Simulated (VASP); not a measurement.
# B (C2/m) in VASP: a series of runs

The runs below take B through single point, with LDA.

Everything below comes from runs of VASP 6.6.1. Logs are shortened: lines on timing, memory, paths and dates and some standing lists are left out, and cuts for length are marked.

### 1 The cell of the first run

It takes space group C2/m (No. 12, monoclinic). The conventional cell has a = 3.638 Å, b = 2.100 Å, c = 3.403 Å, α = 90.00°, β = 90.00°, γ = 90.00°. B (site symmetry m) has 10 B at 1.71 to 2.24 Å within 2.3 Å.

### 2 Single point, LDA (shortest bond scaled by 0.82)

Contents of INCAR:

```
  ALGO = Normal
  EDIFF = 1E-6
  ENCUT = 520
  GGA = CA
  ISIF = 2
  ISMEAR = -1
  LASPH = True
  LCHARG = False
  LREAL = False
  LWAVE = False
  NBANDS = 10
  NELM = 60
  PREC = Accurate
  SIGMA = 0.05
```

Contents of KPOINTS:

```
k-points
0
Gamma
  16 16 9
```

Contents of POSCAR:

```
B
1.0
    2.1003865828      0.0000000000      0.0000000000
   -1.0501932914      1.8189881384      0.0000000000
    0.0000000000      0.0000000000      3.4026262641
B
2
Direct
    0.2733333333      0.6366666667      0.2050000000
    0.7266666667      0.3633333333      0.7950000000
```

Potentials or basis: VASP PAW LDA potentials, release 64 (B).

On the command line:

```
> cat potpaw_LDA.64/B/POTCAR > POTCAR
> mpirun -np 1 vasp_std > vasp.out
```

OUTCAR:

```text
EDIFF = 1E-6
   ENCUT = 520
   GGA = CA
   ISIF = 2
   ISMEAR = -1
   LASPH = True
   LREAL = False
   NELM = 60
   PREC = Accurate

 ion  position               nearest neighbor table
   1  0.273  0.637  0.205-   2 1.71   2 1.93   2 1.93
   2  0.727  0.363  0.795-   1 1.71   1 1.93   1 1.93

  LATTYP: Found a hexagonal cell.
 ALAT       =     2.1003865828
 C/A-ratio  =     1.6200000000

  Lattice vectors:

 A1 = (   2.1003865828,   0.0000000000,   0.0000000000)
 A2 = (  -1.0501932914,   1.8189881384,   0.0000000000)
 A3 = (   0.0000000000,   0.0000000000,   3.4026262641)

Analysis of symmetry for initial positions (statically):
=====================================================================
 Subroutine PRICEL returns:
 Original cell was already a primitive cell.

 Routine SETGRP: Setting up the symmetry group for a
 hexagonal supercell.

 Subroutine GETGRP returns: Found  4 space group operations
 (whereof  4 operations were pure point group operations)
 out of a pool of 24 trial point group operations.

The static configuration has the point symmetry C_2h.

Analysis of symmetry for dynamics (positions and initial velocities):
=====================================================================
 Subroutine PRICEL returns:
 Original cell was already a primitive cell.

 Routine SETGRP: Setting up the symmetry group for a
 hexagonal supercell.

 Subroutine GETGRP returns: Found  4 space group operations
 (whereof  4 operations were pure point group operations)
 out of a pool of 24 trial point group operations.

The dynamic configuration has the point symmetry C_2h.

 Subroutine INISYM returns: Found  4 space group operations
 (whereof  4 operations are pure point group operations),
 and found     1 'primitive' translations

----------------------------------------------------------------------------------------

                                     Primitive cell

  volume of cell :      13.0000

  direct lattice vectors                    reciprocal lattice vectors
     2.100386583  0.000000000  0.000000000     0.476102832  0.274878098  0.000000000
    -1.050193291  1.818988138  0.000000000     0.000000000  0.549756196  0.000000000
     0.000000000  0.000000000  3.402626264     0.000000000  0.000000000  0.293890637

  length of vectors
     2.100386583  2.100386583  3.402626264     0.549756196  0.549756196  0.293890637

  position of ions in fractional coordinates (direct lattice)
     0.273333333  0.636666667  0.205000000
     0.726666667  0.363333333  0.795000000

  ion indices of the primitive-cell ions
   primitive index   ion index
                 1           1
                 2           2

----------------------------------------------------------------------------------------

 KPOINTS: k-points

Automatic generation of k-mesh.
 Grid dimensions read from file:
 generate k-points for:   16   16    9

 Generating k-lattice:

  Cartesian coordinates                     Fractional coordinates (reciprocal lattice)
     0.029756427  0.017179881  0.000000000     0.062500000  0.000000000  0.000000000
     0.000000000  0.034359762  0.000000000     0.000000000  0.062500000  0.000000000
     0.000000000  0.000000000  0.032654515     0.000000000  0.000000000  0.111111111

  Length of vectors
     0.034359762  0.034359762  0.032654515

  Shift w.r.t. Gamma in fractional coordinates (k-lattice)
     0.000000000  0.000000000  0.000000000

 Subroutine IBZKPT returns following result:
 ===========================================

 Found    617 irreducible k-points:

 Following reciprocal coordinates:
            Coordinates               Weight
  0.000000  0.000000  0.000000      1.000000
  0.062500  0.000000  0.000000      2.000000
  0.000000  0.062500  0.000000      4.000000
  0.125000  0.000000  0.000000      2.000000
  0.000000  0.125000  0.000000      4.000000
  0.187500  0.000000  0.000000      2.000000
[... 16 lines left out ...]
  0.187500  0.062500  0.000000      4.000000
 -0.062500  0.250000  0.000000      4.000000
 [... further k-points ...]
   k-points           NKPTS =    617   k-points in BZ     NKDIM =    617   number of bands    NBANDS=     10
   number of dos      NEDOS =    301   number of ions     NIONS =      2
   total plane-waves  NPLWV =   7168
   dimension x,y,z NGX =    16 NGY =   16 NGZ =   28
   dimension x,y,z NGXF=    32 NGYF=   32 NGZF=   56
   ions per type =               2
   NGX,Y,Z   is equivalent  to a cutoff of  12.66, 12.66, 13.68 a.u.
   NGXF,Y,Z  is equivalent  to a cutoff of  25.33, 25.33, 27.36 a.u.
 SYSTEM =  unknown system
   PREC   = accura    normal or accurate (medium, high low for compatibility)
   ISTART =      0    job   : 0-new  1-cont  2-samecut
   ICHARG =      2    charge: 1-file 2-atom 10-const
   ISPIN  =      1    spin polarized calculation?
   LNONCOLLINEAR =      F non collinear calculations
   LSORBIT =      F    spin-orbit coupling
   LASPH  =      T    aspherical Exc in radial PAW
   ENCUT  =  520.0 eV  38.22 Ry    6.18 a.u.   3.91  3.91  6.33*2*pi/ulx,y,z
   NELM   =     60;   NELMIN=  2; NELMDL= -5     # of ELM steps
   EDIFF  = 0.1E-05   stopping-criterion for ELM
   LREAL  =      F    real-space projection
   EDIFFG = 0.1E-04   stopping-criterion for IOM
   NSW    =      0    number of steps for IOM
   IBRION =     -1    ionic relax: 0-MD 1-quasi-New 2-CG
   NFREE  =      0    steps in history (QN), initial steepest desc. (CG)
   ISIF   =      2    stress and relaxation
   ISYM   =      2    0-nonsym 1-usesym 2-fastsym
   POTIM  = 0.5000    time-step for ionic-motion
   TEBEG  =    0.0;   TEEND  =   0.0 temperature during run
   PSTRESS=    0.0 pullay stress
   NELECT =       6.0000    total number of electrons
   NUPDOWN=      -1.0000    fix difference up-down
   EMIN   =  10.00;   EMAX   =-10.00  energy-range for DOS
   EFERMI =   0.00;   METHOD = LEGACY
   ISMEAR =    -1;   SIGMA  =   0.05  broadening in eV -4-tet -1-fermi 0-gaus
   EFERMI_NEDOS =   21; number of points for ismear=-14 and -15
   IALGO  =     38    algorithm
   IMIX   =      4    mixing-type and parameters
     AMIX     =   0.40;   BMIX     =  1.00
     AMIX_MAG =   1.60;   BMIX_MAG =  1.00
  volume/ion in A,a.u.               =       6.50        43.86
  Fermi-wavevector in a.u.,A,eV,Ry     =   1.265156  2.390798 21.777758  1.600620
  Thomas-Fermi vector in A             =   2.398424
   LORBIT       =      0    0 simple, 1 ext, 2 COOP (PROOUT), +10 PAW based schemes
   GGA     = CA    functional components
   LHFCALC =     F    Hartree Fock is set to
   AEXX    =    0.0000 exact exchange contribution
   IVDW    =     0    specifies the selected vdW correction
   LEPSILON=     F    determine dielectric tensor
   LRPA    =     F    only Hartree local field effects (RPA)
 non-spin polarized calculation
  energy-cutoff  :      520.00
  volume of cell :       13.00
 maximum number of plane-waves:       360
   NGX =  7   NGY =  7   NGZ = 13

 number of electron       6.0000000 magnetization

 Free energy of the ion-electron system (eV)
  ---------------------------------------------------
  ext. energy  EPLUGINS =         0.00000000
  ---------------------------------------------------
  free energy    TOTEN  =       -11.65405556 eV

  energy without entropy =      -11.65131901  energy(sigma->0) =      -11.65268729

 E-fermi :   9.2060     XC(G=0): -12.5539

 val. band max:        9.1746375943   @ k =   0.3125   0.1875   0.2222
 cond. band min:       9.2084978924   @ k =   0.2500   0.1875   0.1111
 fundamental gap:      0.0338602982
 Fermi energy:         9.2059712437

 k-point     1 :       0.0000    0.0000    0.0000
  band No.  band energies     occupation
      1      -8.8408      2.00000
      2       0.8277      2.00000
      3       3.8769      2.00000
      4      19.6869      0.00000
      5      21.3335      0.00000
      6      22.2790      0.00000
      7      24.1935      0.00000
      8      26.5808      0.00000
      9      36.2814      0.00000
     10      36.3665      0.00000

 k-point     2 :       0.0625    0.0000    0.0000
  band No.  band energies     occupation
      1      -8.7018      2.00000
      2       0.9930      2.00000
      3       3.9668      2.00000
      4      19.0424      0.00000
      5      20.4039      0.00000
      6      22.8729      0.00000
      7      23.9703      0.00000
      8      26.3329      0.00000
      9      34.1830      0.00000
     10      37.7707      0.00000

 k-point     3 :       0.0000    0.0625    0.0000
  band No.  band energies     occupation
      1      -8.7008      2.00000
      2       0.9894      2.00000
      3       3.9727      2.00000
      4      19.1282      0.00000
      5      20.4501      0.00000
      6      22.3417      0.00000
      7      24.1662      0.00000
      8      26.5198      0.00000
      9      35.1340      0.00000
     10      37.2052      0.00000

 k-point     4 :       0.1250    0.0000    0.0000
  band No.  band energies     occupation
      1      -8.2848      2.00000
      2       1.4882      2.00000
      3       4.2271      2.00000
      4      17.2983      0.00000
      5      19.0259      0.00000
      6      23.2884      0.00000
      7      23.3183      0.00000
      8      25.5442      0.00000
      9      31.9350      0.00000
     10      37.8467      0.00000

 k-point     5 :       0.0000    0.1250    0.0000
  band No.  band energies     occupation
      1      -8.2807      2.00000
      2       1.4728      2.00000
      3       4.2545      2.00000
      4      17.4059      0.00000
      5      18.9631      0.00000
      6      22.1107      0.00000
      7      23.7536      0.00000
      8      26.2598      0.00000
      9      33.2853      0.00000
     10      36.9025      0.00000

 k-point     6 :       0.1875    0.0000    0.0000
  band No.  band energies     occupation
      1      -7.5904      2.00000
      2       2.3103      2.00000
      3       4.6185      2.00000
      4      14.9189      0.00000
      5      17.6768      0.00000
      6      22.2452      0.00000
      7      23.2282      0.00000
      8      24.1185      0.00000
      9      29.8312      0.00000
     10      36.9098      0.00000
[... 183 lines left out ...]
 k-point    21 :      -0.0625    0.1875    0.0000
  band No.  band energies     occupation
      1      -7.8588      2.00000
      2       1.9457      2.00000
      3       4.5396      2.00000
      4      16.1318      0.00000
      5      17.5706      0.00000
      6      21.7216      0.00000
      7      23.0838      0.00000
      8      26.1926      0.00000
      9      32.9707      0.00000
     10      35.0166      0.00000

 k-point    22 :      -0.1875    0.1250    0.0000
  band No.  band energies     occupation
      1      -7.8638      2.00000
      2       1.9643      2.00000
      3       4.5082      2.00000
      4      16.1357      0.00000
      5      17.5376      0.00000
      6      22.2186      0.00000
      7      23.2541      0.00000
      8      25.4329      0.00000
      9      32.1823      0.00000
     10      36.1564      0.00000

 k-point    23 :       0.1875    0.0625    0.0000
  band No.  band energies     occupation
      1      -7.0342      2.00000
      2       2.9586      2.00000
      3       4.9043      2.00000
      4      13.6976      0.00000
      5      16.2608      0.00000
      6      21.5762      0.00000
      7      22.4772      0.00000
      8      23.4329      0.00000
      9      29.7600      0.00000
     10      35.2629      0.00000

 k-point    24 :      -0.0625    0.2500    0.0000
  band No.  band energies     occupation
      1      -7.0189      2.00000
      2       2.8884      2.00000
      3       5.0487      2.00000
      4      13.4473      0.00000
      5      16.3050      0.00000
      6      20.9631      0.00000
      7      21.9284      0.00000
      8      25.1332      0.00000
      9      31.1184      0.00000
     10      32.5178      0.00000

 [... further k-points ...]
[... 5 lines left out ...]
  --------------------------------------------------------------------------------------
  -------------------------------------------------------------------------------------
  Total       -1.8748721     -1.0130524      0.4136440     -0.7463578      0.6057842      1.0492489
  in kB     -231.0675044   -124.8530409     50.9793046    -91.9844236     74.6595113    129.3140668
  external PRESSURE =    -101.6470802 kB  Pullay stress =       0.0000000 kB

 VOLUME and BASIS-vectors are now :
 -----------------------------------------------------------------------------
  energy-cutoff  :      520.00
  volume of cell :       13.00
      direct lattice vectors                 reciprocal lattice vectors
     2.100386583  0.000000000  0.000000000     0.476102832  0.274878098  0.000000000
    -1.050193291  1.818988138  0.000000000     0.000000000  0.549756196  0.000000000
     0.000000000  0.000000000  3.402626264     0.000000000  0.000000000  0.293890637

 POSITION                                       TOTAL-FORCE (eV/Angst)
 -----------------------------------------------------------------------------------
     -0.09452      1.15809      0.69754         0.173025      0.099896      0.895481
      1.14471      0.66090      2.70509        -0.173025     -0.099896     -0.895481
 -----------------------------------------------------------------------------------
    total drift:                               -0.000000      0.000000      0.000000

  FREE ENERGIE OF THE ION-ELECTRON SYSTEM (eV)
  ---------------------------------------------------
  free  energy   TOTEN  =       -11.6540555607 eV

  energy  without entropy=      -11.6513190117  energy(sigma->0) =      -11.65268729
```

Run time: 56 s. Hardware: 1 thread of Intel Xeon 8259CL, shared host; peak memory 0.17 GiB.

Results:

- Free energy: -11.6541 eV
- Pressure: -10.2 GPa
- Largest force: 0.917 eV/Å
- Band gap on the k mesh: zero (bands 3 and 4 overlap by 7.17 eV)

Forces on the atoms (eV/Å):
```
B    0.173  0.100  0.895
B   -0.173 -0.100 -0.895
```

Stress tensor (GPa, compression positive):
```
-23.11  -9.20  12.93
 -9.20 -12.49   7.47
 12.93   7.47   5.10
```

Caveat: the cell differs from its parent crystal (shortest bond scaled by 0.82); the cell stands under tension.

[end of part 1 of 2]
